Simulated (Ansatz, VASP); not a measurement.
**One calculation of CaO, two programs**

```
CELL_PARAMETERS angstrom
0.00000 2.40356 2.40356
2.40356 0.00000 2.40356
2.40356 2.40356 0.00000
ATOMIC_POSITIONS crystal
Ca 0.00000 0.00000 0.00000
O 0.50000 0.50000 0.50000
```

Alike in both runs: task relaxation of cell and atoms; functional RPBE; k mesh 10 × 10 × 10; occupations fermi-dirac, width 0.05 eV; no spin polarisation.

|  | VASP | Ansatz |
| --- | --- | --- |
| version | VASP 6.6.1 | Ansatz 0.2.0 |
| potentials or method | VASP PAW PBE potentials, release 64 (Ca_sv, O), cutoff 600 eV | all-electron LAPW, scalar-relativistic |

VASP gave:

* relaxed volume (Å³/atom): 14.67
* relaxed length of the cell vector where the two differ most in proportion (Å): 3.462

Q: What did Ansatz give for the same quantities?

A: Relaxed volume (Å³/atom): 14.62; relaxed length of the cell vector where the two differ most in proportion (Å): 3.458.

VASP's potentials were made for PBE, not for RPBE. Ansatz ran all-electron here, and VASP with PAW potentials.
